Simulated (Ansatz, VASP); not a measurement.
## One calculation of HfBO, two programs

```xyz
6
Lattice="3.5210 0.0000 0.0000 -1.7605 3.0493 0.0000 0.0000 0.0000 9.6665" Properties=species:S:1:pos:R:3 pbc="T T T"
Hf    0.0000    0.0000    2.4166
Hf    0.0000    0.0000    7.2499
B     0.0000    0.0000    0.0000
B     0.0000    0.0000    4.8332
O     0.0000    2.0329    7.2499
O     1.7605    1.0164    2.4166
```

Alike in both runs: functional PBE; k mesh 12 × 12 × 4; occupations gaussian, width 0.1 eV; no spin polarisation.

Ansatz relaxed the structure, and its values are those at the end. VASP's run is a single point on that final structure, the one shown.

```csv
,VASP,Ansatz
version,VASP 6.6.1,Ansatz 0.2.0
potentials or method,"VASP PAW PBE potentials, release 64 (Hf_pv, B, O), cutoff 520 eV","scalar-relativistic, plane waves, PAW"
valence electrons in the cell,38,70
```

Ansatz gave:

* gap on the k mesh at the Fermi level (eV): none
* pressure (GPa): 0.0

Which values does VASP return?

gap on the k mesh at the Fermi level (eV): none; pressure (GPa): -0.8.

A gap of «none» marks a metal or a gap that the smearing closes. The functional is the same, so the differences come from potentials, cutoffs and numerics. VASP's potentials hold 38 valence electrons a cell and Ansatz's 70, so a difference there can come from the potentials and not from the codes.

Neither program's run includes spin-orbit coupling.
